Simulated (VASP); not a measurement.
A run of VASP 6.6.1:

INCAR

```
  ALGO = Normal
  DIPOL = 0.5 0.5 0.500
  EDIFF = 1E-6
  ENCUT = 520
  GGA = PE
  IDIPOL = 3
  ISIF = 2
  ISMEAR = 0
  IVDW = 12
  LASPH = True
  LCHARG = False
  LDIPOL = True
  LREAL = False
  LWAVE = False
  NBANDS = 28
  NELM = 100
  PREC = Accurate
  SIGMA = 0.02
```

KPOINTS

```
k-points
0
Gamma
  6 6 1
```

Contents of POSCAR:

```
PbO
1.0
    4.0120000000      0.0000000000      0.0000000000
    0.0000000000      4.0120000000      0.0000000000
    0.0000000000      0.0000000000     30.7493267952
Pb O
2 2
Direct
    0.5000000000      0.0000000000      0.4648284983
    0.0000000000      0.5000000000      0.5351715017
    0.0000000000      0.0000000000      0.5000000000
    0.5000000000      0.5000000000      0.5000000000
```

Potentials or basis: VASP PAW PBE potentials, release 64 (Pb_d, O).

Launch:

```bash
$ cat potpaw_PBE.64/Pb_d/POTCAR potpaw_PBE.64/O/POTCAR > POTCAR
$ mpirun -np 1 vasp_std > vasp.out
```

Hardware: 1 thread of Intel(R) Xeon(R) Platinum 8488C (Sapphire Rapids), with other jobs on the host.

Q: Estimate the wall time of this run.

A: Run time: 4 min on 1 thread of Intel(R) Xeon(R) Platinum 8488C (Sapphire Rapids) (shared host), peak memory 0.52 GiB. Counts: scf iterations 23, k points 10.
